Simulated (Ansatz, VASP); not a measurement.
One calculation of LiBr, two programs

```
Li Br
1.0
     0.00000    2.70613    2.70613
     2.70613    0.00000    2.70613
     2.70613    2.70613    0.00000
Li Br
1 1
Direct
  0.00000 0.00000 0.00000
  0.50000 0.50000 0.50000
```

Alike in both runs: functional PBEsol; k mesh 10 × 10 × 10; occupations fermi-dirac, width 0.1 eV; no spin polarisation.

Ansatz relaxed the structure, and its values are those at the end. VASP's run is a single point on that final structure, the one shown.

|  | VASP | Ansatz |
| --- | --- | --- |
| version | VASP 6.6.1 | Ansatz 0.2.0 |
| potentials or method | VASP PAW PBE potentials, release 64 (Li_sv, Br) | PAW with Ansatz's default frozen-core files, scalar-relativistic |
| plane-wave cutoff (eV) | 750 | 420 |
| valence electrons in the cell | 10 | 10 |

|  | VASP | Ansatz | Ansatz less VASP |
| --- | --- | --- | --- |
| pressure (GPa) | 0.0 | 0.0 | +0.02 |

VASP's potentials were made for PBE, not for PBEsol. With one functional, cell and mesh, what is left measures potentials, basis and numerics.
